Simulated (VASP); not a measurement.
## CsPtS: single point with PBE

The system is CsPtS.

```
CELL_PARAMETERS angstrom
4.08017 0.00000 0.00000
-2.04008 3.53353 0.00000
0.00000 0.00000 5.71633
ATOMIC_POSITIONS crystal
Cs 0.00000 0.00000 0.00000
Pt 0.66667 0.33333 0.50000
S 0.33333 0.66667 0.50000
```

```
Program                : VASP 6.6.1
Task                   : single point
Functional             : PBE
Potentials or basis    : VASP PAW PBE potentials, release 64 (Cs_sv, Pt, S)
Cutoff                 : 520 eV
k mesh                 : 6 × 6 × 4
Occupations            : gaussian, width 0.1 eV
Spin                   : collinear spin, ferromagnetic start
Starting moments       : [0.0, 1.0, 0.0] μB
Dipole correction      : no
Further INCAR settings : ALGO = Normal; EDIFF = 1e-06; NBANDS = 24
```

The pressure is 0.0 GPa and the net moment is 0.00 μB per cell. The valence electrons inside the program's atomic spheres are Cs 6.58; Pt 9.31; S 3.62.

Stress tensor (GPa, compression positive):
```
-0.03  0.00  0.00
 0.00 -0.03  0.00
 0.00  0.00  0.11
```

Levels at points of the mesh, in eV from the Fermi level:
Spin up:
```csv
k point,band 9,band 10,band 11,band 12,band 13,band 14,band 15,band 16
"(0.00, 0.00, 0.00)",-2.39,-2.13,-2.13,0.88,1.99,1.99,2.22,4.97
"(0.50, 0.00, 0.00)",-2.61,-2.33,-1.90,-0.86,-0.41,2.32,2.99,4.28
"(0.00, 0.00, 0.50)",-2.13,-2.13,-1.88,1.64,2.08,2.08,2.08,4.87
"(0.50, 0.00, 0.50)",-2.46,-2.19,-2.09,-1.01,-0.29,1.78,3.72,4.97
```
Spin down:
| k point | band 9 | band 10 | band 11 | band 12 | band 13 | band 14 | band 15 | band 16 |
| --- | --- | --- | --- | --- | --- | --- | --- | --- |
| (0.00, 0.00, 0.00) | -2.39 | -2.13 | -2.13 | 0.89 | 1.99 | 1.99 | 2.22 | 4.97 |
| (0.50, 0.00, 0.00) | -2.61 | -2.33 | -1.90 | -0.86 | -0.41 | 2.32 | 2.99 | 4.28 |
| (0.00, 0.00, 0.50) | -2.13 | -2.13 | -1.88 | 1.64 | 2.08 | 2.08 | 2.08 | 4.87 |
| (0.50, 0.00, 0.50) | -2.46 | -2.19 | -2.09 | -1.01 | -0.29 | 1.78 | 3.72 | 4.97 |

Wall time 89 s on 1 thread of Oxide Virtual Turin-like Processor (shared host), peak memory 0.24 GiB.

Caveat: spin-orbit coupling is left out, which moves the levels of the heavy elements.
